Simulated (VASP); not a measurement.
# BN (Qingsongite) (F-43m) in VASP: single point with PBEsol

Aim: the single point of BN (Qingsongite) with PBEsol.

Everything below comes from runs of VASP 6.6.1. Logs are shortened: lines on timing, memory, paths and dates and some standing lists are left out, and cuts for length are marked.

## 1. The cell of the first run

The structure is cubic, space group F-43m (No. 216). The conventional cell has a = 3.615 Å, b = 3.615 Å, c = 3.615 Å, α = 90.00°, β = 90.00°, γ = 90.00°. B (site symmetry -43m) has 4 N at 1.57 Å within 2.1 Å. Within 2.1 Å of N (site symmetry -43m) lie 4 B at 1.57 Å.

## 2. Single point, PBEsol

Input file INCAR:

```
PREC = Accurate
ENCUT = 520
EDIFF = 1E-6
ISMEAR = 0
SIGMA = 0.01
LREAL = False
LASPH = True
NELM = 80
ALGO = Normal
ISIF = 2
LWAVE = False
LCHARG = True
GGA = PS
LELF = True
LVHAR = True
NBANDS = 11
```

Input file KPOINTS:

```
regular mesh
0
Gamma
  6 6 6
```

Input file POSCAR:

```
BN
1.0
    0.0000000000      1.8075000000      1.8075000000
    1.8075000000      0.0000000000      1.8075000000
    1.8075000000      1.8075000000      0.0000000000
B N
1 1
Direct
    0.0000000000      0.0000000000      0.0000000000
    0.2500000000      0.2500000000      0.2500000000
```

Potentials or basis: VASP PAW PBE potentials, release 64 (B, N).

Command:

```console
> cat potpaw_PBE.64/B/POTCAR potpaw_PBE.64/N/POTCAR > POTCAR
> mpirun -np 1 vasp_std > vasp.out
```

OUTCAR:

```text
PREC = Accurate
   ENCUT = 520
   EDIFF = 1E-6
   ISMEAR = 0
   LREAL = False
   LASPH = True
   NELM = 80
   ISIF = 2
   GGA = PS

 ion  position               nearest neighbor table
   1  0.000  0.000  0.000-   2 1.57   2 1.57   2 1.57   2 1.57
   2  0.250  0.250  0.250-   1 1.57   1 1.57   1 1.57   1 1.57

  LATTYP: Found a face centered cubic cell.
 ALAT       =     3.6150000000

  Lattice vectors:

 A1 = (   0.0000000000,   1.8075000000,   1.8075000000)
 A2 = (   1.8075000000,   0.0000000000,   1.8075000000)
 A3 = (   1.8075000000,   1.8075000000,   0.0000000000)

Analysis of symmetry for initial positions (statically):
=====================================================================
 Subroutine PRICEL returns:
 Original cell was already a primitive cell.

 Routine SETGRP: Setting up the symmetry group for a
 face centered cubic supercell.

 Subroutine GETGRP returns: Found 24 space group operations
 (whereof 24 operations were pure point group operations)
 out of a pool of 48 trial point group operations.

The static configuration has the point symmetry T_d .

Analysis of symmetry for dynamics (positions and initial velocities):
=====================================================================
 Subroutine PRICEL returns:
 Original cell was already a primitive cell.

 Routine SETGRP: Setting up the symmetry group for a
 face centered cubic supercell.

 Subroutine GETGRP returns: Found 24 space group operations
 (whereof 24 operations were pure point group operations)
 out of a pool of 48 trial point group operations.

The dynamic configuration has the point symmetry T_d .

 Subroutine INISYM returns: Found 24 space group operations
 (whereof 24 operations are pure point group operations),
 and found     1 'primitive' translations

----------------------------------------------------------------------------------------

                                     Primitive cell

  volume of cell :      11.8104

  direct lattice vectors                    reciprocal lattice vectors
     0.000000000  1.807500000  1.807500000    -0.276625173  0.276625173  0.276625173
     1.807500000  0.000000000  1.807500000     0.276625173 -0.276625173  0.276625173
     1.807500000  1.807500000  0.000000000     0.276625173  0.276625173 -0.276625173

  length of vectors
     2.556191014  2.556191014  2.556191014     0.479128854  0.479128854  0.479128854

  position of ions in fractional coordinates (direct lattice)
     0.000000000  0.000000000  0.000000000
     0.250000000  0.250000000  0.250000000

  ion indices of the primitive-cell ions
   primitive index   ion index
                 1           1
                 2           2

----------------------------------------------------------------------------------------

 KPOINTS: regular mesh

Automatic generation of k-mesh.
 Grid dimensions read from file:
 generate k-points for:    6    6    6

 Generating k-lattice:

  Cartesian coordinates                     Fractional coordinates (reciprocal lattice)
    -0.046104195  0.046104195  0.046104195     0.166666667  0.000000000  0.000000000
     0.046104195 -0.046104195  0.046104195     0.000000000  0.166666667  0.000000000
     0.046104195  0.046104195 -0.046104195     0.000000000  0.000000000  0.166666667

  Length of vectors
     0.079854809  0.079854809  0.079854809

  Shift w.r.t. Gamma in fractional coordinates (k-lattice)
     0.000000000  0.000000000  0.000000000

 Subroutine IBZKPT returns following result:
 ===========================================

 Found     16 irreducible k-points:

 Following reciprocal coordinates:
            Coordinates               Weight
  0.000000  0.000000  0.000000      1.000000
  0.166667  0.000000  0.000000      8.000000
  0.333333  0.000000  0.000000      8.000000
  0.500000  0.000000  0.000000      4.000000
  0.166667  0.166667  0.000000      6.000000
  0.333333  0.166667  0.000000     24.000000
[... 8 lines left out ...]
 -0.333333  0.333333  0.166667     24.000000
 -0.333333  0.500000  0.166667     12.000000
   k-points           NKPTS =     16   k-points in BZ     NKDIM =     16   number of bands    NBANDS=     11
   number of dos      NEDOS =    301   number of ions     NIONS =      2
   total plane-waves  NPLWV =   8000
   dimension x,y,z NGX =    20 NGY =   20 NGZ =   20
   dimension x,y,z NGXF=    40 NGYF=   40 NGZF=   40
   ions per type =               1   1
   NGX,Y,Z   is equivalent  to a cutoff of  13.01, 13.01, 13.01 a.u.
   NGXF,Y,Z  is equivalent  to a cutoff of  26.01, 26.01, 26.01 a.u.
 SYSTEM =  unknown system
   PREC   = accura    normal or accurate (medium, high low for compatibility)
   ISTART =      0    job   : 0-new  1-cont  2-samecut
   ICHARG =      2    charge: 1-file 2-atom 10-const
   ISPIN  =      1    spin polarized calculation?
   LNONCOLLINEAR =      F non collinear calculations
   LSORBIT =      F    spin-orbit coupling
   LASPH  =      T    aspherical Exc in radial PAW
   ENCUT  =  520.0 eV  38.22 Ry    6.18 a.u.   4.75  4.75  4.75*2*pi/ulx,y,z
   NELM   =     80;   NELMIN=  2; NELMDL= -5     # of ELM steps
   EDIFF  = 0.1E-05   stopping-criterion for ELM
   LREAL  =      F    real-space projection
   EDIFFG = 0.1E-04   stopping-criterion for IOM
   NSW    =      0    number of steps for IOM
   IBRION =     -1    ionic relax: 0-MD 1-quasi-New 2-CG
   NFREE  =      0    steps in history (QN), initial steepest desc. (CG)
   ISIF   =      2    stress and relaxation
   ISYM   =      2    0-nonsym 1-usesym 2-fastsym
   POTIM  = 0.5000    time-step for ionic-motion
   TEBEG  =    0.0;   TEEND  =   0.0 temperature during run
   PSTRESS=    0.0 pullay stress
   NELECT =       8.0000    total number of electrons
   NUPDOWN=      -1.0000    fix difference up-down
   EMIN   =  10.00;   EMAX   =-10.00  energy-range for DOS
   EFERMI =   0.00;   METHOD = LEGACY
   ISMEAR =     0;   SIGMA  =   0.01  broadening in eV -4-tet -1-fermi 0-gaus
   EFERMI_NEDOS =   21; number of points for ismear=-14 and -15
   IALGO  =     38    algorithm
   IMIX   =      4    mixing-type and parameters
     AMIX     =   0.40;   BMIX     =  1.00
     AMIX_MAG =   1.60;   BMIX_MAG =  1.00
  volume/ion in A,a.u.               =       5.91        39.85
  Fermi-wavevector in a.u.,A,eV,Ry     =   1.437749  2.716952 28.124920  2.067123
  Thomas-Fermi vector in A             =   2.556793
   LORBIT       =      0    0 simple, 1 ext, 2 COOP (PROOUT), +10 PAW based schemes
   GGA     = PS    functional components
   LHFCALC =     F    Hartree Fock is set to
   AEXX    =    0.0000 exact exchange contribution
   IVDW    =     0    specifies the selected vdW correction
   LEPSILON=     F    determine dielectric tensor
   LRPA    =     F    only Hartree local field effects (RPA)
 non-spin polarized calculation
 Gauss-broadening in eV      SIGMA  =   0.01
  energy-cutoff  :      520.00
  volume of cell :       11.81
 maximum number of plane-waves:       332
   NGX =  9   NGY =  9   NGZ =  9

 number of electron       7.9999999 magnetization

 Free energy of the ion-electron system (eV)
  ---------------------------------------------------
  ext. energy  EPLUGINS =         0.00000000
  ---------------------------------------------------
  free energy    TOTEN  =       -18.34234199 eV

  energy without entropy =      -18.34234199  energy(sigma->0) =      -18.34234199

 E-fermi :   7.5186     XC(G=0): -13.0155

 val. band max:        7.3658169820   @ k =   0.0000   0.0000   0.0000
 cond. band min:      11.6401712279   @ k =   0.5000   0.5000   0.0000
 fundamental gap:      4.2743542459
 Fermi energy:         7.5185516314

 k-point     1 :       0.0000    0.0000    0.0000
  band No.  band energies     occupation
      1     -12.8885      2.00000
      2       7.3658      2.00000
      3       7.3658      2.00000
      4       7.3658      2.00000
      5      16.1251      0.00000
      6      16.1251      0.00000
      7      16.1251      0.00000
      8      17.6325      0.00000
      9      31.8732      0.00000
     10      35.0529      0.00000
     11      35.0529      0.00000

 k-point     2 :       0.1667    0.0000    0.0000
  band No.  band energies     occupation
      1     -12.2146      2.00000
      2       4.3327      2.00000
      3       6.7408      2.00000
      4       6.7408      2.00000
      5      16.6360      0.00000
      6      17.0392      0.00000
      7      17.0392      0.00000
      8      19.5371      0.00000
      9      31.0523      0.00000
     10      31.1864      0.00000
     11      31.1864      0.00000

 k-point     3 :       0.3333    0.0000    0.0000
  band No.  band energies     occupation
      1     -10.3353      2.00000
      2      -0.5540      2.00000
      3       5.7963      2.00000
      4       5.7963      2.00000
      5      17.2128      0.00000
      6      17.9453      0.00000
      7      17.9453      0.00000
      8      21.7693      0.00000
      9      30.3036      0.00000
     10      31.5896      0.00000
     11      31.5896      0.00000

 k-point     4 :       0.5000    0.0000    0.0000
  band No.  band energies     occupation
      1      -8.6188      2.00000
      2      -3.4144      2.00000
      3       5.4162      2.00000
      4       5.4162      2.00000
      5      17.4568      0.00000
      6      17.9852      0.00000
      7      17.9852      0.00000
      8      22.4411      0.00000
      9      30.5476      0.00000
     10      34.0413      0.00000
     11      34.1073      0.00000
[... 127 lines left out ...]
 k-point    14 :       0.5000    0.3333    0.1667
  band No.  band energies     occupation
      1      -8.8316      2.00000
      2      -0.1182      2.00000
      3       1.8854      2.00000
      4       3.7931      2.00000
      5      16.0085      0.00000
      6      19.1215      0.00000
      7      20.4819      0.00000
      8      22.8776      0.00000
      9      26.8487      0.00000
     10      32.8489      0.00000
     11      35.4254      0.00000

 k-point    15 :      -0.3333    0.3333    0.1667
  band No.  band energies     occupation
      1      -7.4646      2.00000
      2      -1.6642      2.00000
      3       1.2692      2.00000
      4       2.8229      2.00000
      5      16.6961      0.00000
      6      19.0891      0.00000
      7      22.2904      0.00000
      8      23.7054      0.00000
      9      25.2514      0.00000
     10      32.9656      0.00000
     11      35.2762      0.00000

 k-point    16 :      -0.3333    0.5000    0.1667
  band No.  band energies     occupation
      1      -7.0033      2.00000
      2      -0.8667      2.00000
      3       1.1192      2.00000
      4       1.1418      2.00000
      5      14.9807      0.00000
      6      19.2623      0.00000
      7      22.3889      0.00000
      8      24.0994      0.00000
      9      26.7907      0.00000
     10      33.1500      0.00000
     11      37.3511      0.00000

------------------------ aborting loop because EDIFF is reached ----------------------------------------

  FORCE on cell =-STRESS in cart. coord.  units (eV):
  Direction    XX          YY          ZZ          XY          YZ          ZX
  --------------------------------------------------------------------------------------
  -------------------------------------------------------------------------------------
  Total       -0.1704034     -0.1704034     -0.1704034     -0.0000000     -0.0000000     -0.0000000
  in kB      -23.1165949    -23.1165949    -23.1165949     -0.0000000     -0.0000000     -0.0000000
  external PRESSURE =     -23.1165949 kB  Pullay stress =       0.0000000 kB

 VOLUME and BASIS-vectors are now :
 -----------------------------------------------------------------------------
  energy-cutoff  :      520.00
  volume of cell :       11.81
      direct lattice vectors                 reciprocal lattice vectors
     0.000000000  1.807500000  1.807500000    -0.276625173  0.276625173  0.276625173
     1.807500000  0.000000000  1.807500000     0.276625173 -0.276625173  0.276625173
     1.807500000  1.807500000  0.000000000     0.276625173  0.276625173 -0.276625173

 POSITION                                       TOTAL-FORCE (eV/Angst)
 -----------------------------------------------------------------------------------
      0.00000      0.00000      0.00000         0.000000      0.000000      0.000000
      0.90375      0.90375      0.90375        -0.000000     -0.000000     -0.000000
 -----------------------------------------------------------------------------------
    total drift:                                0.000000      0.000000      0.000000

  FREE ENERGIE OF THE ION-ELECTRON SYSTEM (eV)
  ---------------------------------------------------
  free  energy   TOTEN  =       -18.3423419899 eV

  energy  without entropy=      -18.3423419899  energy(sigma->0) =      -18.34234199
```

Run time: 2.8 s. Hardware: 1 thread of Intel Xeon Platinum 8488C (Sapphire Rapids), shared host; peak memory 0.11 GiB.

Results:

- Free energy: -18.3423 eV
- Pressure: -2.3 GPa
- Band gap on the k mesh: 4.27 eV, indirect (least direct gap 8.76 eV)

Caveat: the k points lie up to 0.50 Å⁻¹ apart; the PAW data sets were made with another functional, which shifts forces and pressure a little. Expect the measured gap to be larger: semilocal functionals such as PBEsol lack the derivative discontinuity.
